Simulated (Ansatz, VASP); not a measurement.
Two plane-wave programs on Cr

```
Cr
1.0
     2.56926    0.00000    0.00000
    -1.28463    2.22504    0.00000
     0.00000    0.00000    4.19560
Cr
2
Direct
  0.33333 0.66667 0.25000
  0.66667 0.33333 0.75000
```

Alike in both runs: task relaxation of cell and atoms; functional PBE; k mesh 14 × 14 × 8; occupations fermi-dirac, width 0.1 eV; no spin polarisation.

```csv
,VASP,Ansatz
version,VASP 6.6.1,Ansatz 0.2.0
potentials or method,"VASP PAW PBE potentials, release 64 (Cr_pv), cutoff 600 eV","plane waves (420 eV) with PAW, scalar-relativistic"
valence electrons in the cell,24,28
```

Ansatz gave:

```
relaxed volume (Å³/atom)                                        : 11.93
relaxed length of the cell vector where the two differ most in proportion (Å) : 2.490
```

Estimate VASP's values.

relaxed volume (Å³/atom): 11.90; relaxed length of the cell vector where the two differ most in proportion (Å): 2.488.

VASP's potentials hold 24 valence electrons a cell and Ansatz's 28, so a difference there can come from the potentials and not from the codes.
